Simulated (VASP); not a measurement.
GaAs (zinc blende type): single point with PBE

The system is GaAs (zinc blende type).

```
Ga As
1.0
     0.00000    2.87500    2.87500
     2.87500    0.00000    2.87500
     2.87500    2.87500    0.00000
Ga As
1 1
Direct
  0.00000 0.00000 0.00000
  0.25000 0.25000 0.25000
```

```
Program             : VASP 6.6.1
Task                : single point
Functional          : PBE
Potentials or basis : VASP PAW PBE potentials, release 64 (Ga_d, As)
Cutoff              : 500 eV
k mesh              : 8 × 8 × 8
Occupations         : fermi-dirac, width 0.1 eV
Spin                : no spin polarisation
```

```
Pressure : 0.0 GPa
```

Levels at points of the mesh, in eV from the Fermi level:
```csv
k point,band 6,band 7,band 8,band 9,band 10,band 11,band 12,band 13
"(0.00, 0.00, 0.00)",-12.58,-0.21,-0.21,-0.21,-0.06,3.50,3.50,3.50
"(0.50, 0.00, 0.00)",-10.97,-6.58,-1.28,-1.28,0.65,4.40,4.40,7.49
"(0.50, 0.50, 0.00)",-10.30,-6.80,-2.71,-2.71,1.35,1.47,9.56,9.56
```

It took 17 s on 1 thread of Intel(R) Xeon(R) Platinum 8375C CPU @ 2.90GHz (Ice Lake) (shared host), peak memory 0.17 GiB.
